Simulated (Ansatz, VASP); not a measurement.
## La2O3: VASP beside Ansatz

INCAR

```
ALGO     = Normal         # electronic algorithm
EDIFF    = 1E-6           # SCF threshold, eV
ENCUT    = 600            # plane-wave cutoff, eV
GGA      = PS             # functional
GGA_COMPAT= False        
ISIF     = 2              # what is computed and relaxed
ISMEAR   = 0              # smearing method
LASPH    = True           # aspherical terms in the spheres
LCHARG   = False          # write CHGCAR
LMAXMIX  = 6              # l up to which the mixer works
LREAL    = False          # projectors in reciprocal space
LWAVE    = False          # write WAVECAR
NBANDS   = 28             # bands
NELM     = 200            # most SCF steps
PREC     = Accurate       # precision mode
SIGMA    = 0.01           # smearing width, eV
```

The input KPOINTS:

```
k-points
0
Gamma
  2 2 3
```

Contents of POSCAR:

```
La2O3
1.0
    6.2667802800      0.0000000000      0.0000000000
   -3.1333901400      5.4271909200      0.0000000000
    0.0000000000      0.0000000000      3.2997660000
La O
2 3
Direct
    0.3333333333      0.6666666667      0.5000000000
    0.6666666667      0.3333333333      0.5000000000
    0.4919860000      0.4919860000      0.0000000000
    0.0000000000      0.5080140000      0.0000000000
    0.5080140000      0.0000000000      0.0000000000
```

Input for Ansatz:

```yaml
crystal:
  lattice:
    - [6.26678028, 0.0, 0.0]
    - [-3.13339014, 5.42719092, 0.0]
    - [0.0, 0.0, 3.299766]
  atoms:
    - { symbol: La, position: [0.3333333333333333, 0.6666666666666666, 0.5] }
    - { symbol: La, position: [0.6666666666666666, 0.3333333333333333, 0.5] }
    - { symbol: O, position: [0.491986, 0.491986, 0.0] }
    - { symbol: O, position: [2.855625699857266e-17, 0.508014, 0.0] }
    - { symbol: O, position: [0.508014, 0.0, 0.0] }
accuracy: low
basis:
  ecutwfc: 530.622031796766
kpoints:
  mp_grid:
    grid: [2, 2, 3]
  band_path:
    path:
      - [0.0, 0.0, 0.3333333333333333]
      - [-0.005984334352996871, 0.0029921671764984357, 0.3333333333333333]
      - [0.005984334352996871, -0.0029921671764984357, 0.3333333333333333]
      - [0.0, -0.005182585572128707, 0.3333333333333333]
      - [0.0, 0.005182585572128707, 0.3333333333333333]
      - [0.0, 0.0, 0.33018228891365387]
      - [0.0, 0.0, 0.3364843777530127]
      - [0.005984334352996871, 0.002190418395630271, 0.3333333333333333]
      - [0.005984334352996871, -0.008174752748627143, 0.3333333333333333]
      - [-0.005984334352996871, 0.008174752748627143, 0.3333333333333333]
      - [-0.005984334352996871, -0.002190418395630271, 0.3333333333333333]
      - [0.005984334352996871, -0.0029921671764984357, 0.3364843777530127]
      - [0.005984334352996871, -0.0029921671764984357, 0.33018228891365387]
      - [-0.005984334352996871, 0.0029921671764984357, 0.3364843777530127]
      - [-0.005984334352996871, 0.0029921671764984357, 0.33018228891365387]
      - [0.0, 0.005182585572128707, 0.3364843777530127]
      - [0.0, 0.005182585572128707, 0.33018228891365387]
      - [0.0, -0.005182585572128707, 0.3364843777530127]
      - [0.0, -0.005182585572128707, 0.33018228891365387]
    npoints: 1
hamiltonian:
  xc: pbesol
scf:
  occupations:
    method: fixed
```

Alike in both runs: task single point; functional PBEsol; k mesh 2 × 2 × 3; no spin polarisation.

|  | VASP | Ansatz |
| --- | --- | --- |
| version | VASP 6.6.1 | Ansatz 0.2.0 |
| potentials or method | VASP PAW PBE potentials, release 64 (La, O), cutoff 600 eV | plane waves, PAW |
| occupations | gaussian, width 0.01 eV | fixed |
| valence electrons in the cell | 40 | 40 |

VASP gave:

| Quantity | Value |
| --- | --- |
| gap on the k mesh at the Fermi level (eV) | 1.90 |

Question: What did Ansatz give for the same quantities?

Answer: gap on the k mesh at the Fermi level (eV): 1.91.

VASP's potentials were made for PBE, not for PBEsol.

The k mesh is coarse, so the values compare programs but aren't converged. Spin-orbit coupling is off throughout.
